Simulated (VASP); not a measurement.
Wanted: the native input for a VASP 6.6.1 run.

* Task: single point
* Functional: PBE
* Potentials or basis: VASP PAW PBE potentials, release 64 (Sn_d, Te)
* Cutoff: 520 eV
* k mesh: 10 × 10 × 10
* Occupations: gaussian, width 0.03 eV
* Spin: no spin polarisation
* Dipole correction: no
* Further INCAR settings: ALGO = Normal; EDIFF = 1e-06; NBANDS = 17

The structure of SnTe lies in POSCAR:

```
SnTe
1.0
    0.0000000000      3.2597131673      3.2597131673
    3.2597131673      0.0000000000      3.2597131673
    3.2597131673      3.2597131673      0.0000000000
Sn Te
1 1
Direct
    0.0057389344     -0.0057389344     -0.0057389344
    0.4946609020      0.5053390980      0.5053390980
```

This cell differs from its parent crystal: atoms displaced along a vibrational mode, the cell strained.

The input as run:

INCAR

```
ALGO = Normal
EDIFF = 1E-6
ENCUT = 520
GGA = PE
ISIF = 2
ISMEAR = 0
LASPH = T
LCHARG = F
LREAL = F
LWAVE = F
NBANDS = 17
NELM = 80
PREC = Accurate
SIGMA = 0.03
```

KPOINTS

```
k-points
0
Gamma
  10 10 10
```

Potentials or basis: VASP PAW PBE potentials, release 64 (Sn_d, Te).

The run is started by

```sh
$ cat potpaw_PBE.64/Sn_d/POTCAR potpaw_PBE.64/Te/POTCAR > POTCAR
$ mpirun -np 1 vasp_std > vasp.out
```

It gave:

```json
{"Pressure": "-1.8 GPa", "Largest force": "0.042 eV/Å", "Band gap on the k mesh": "0.26 eV"}
```

Caveat: the cell differs from its parent crystal (atoms displaced along a vibrational mode, the cell strained); semilocal functionals underestimate gaps, and a narrow one can read as zero; spin-orbit coupling is left out, which moves the levels of the heavy elements.

Run time: 62 s on 1 thread of Intel(R) Xeon(R) 6975P-C (Granite Rapids) (shared host), peak memory 0.28 GiB.
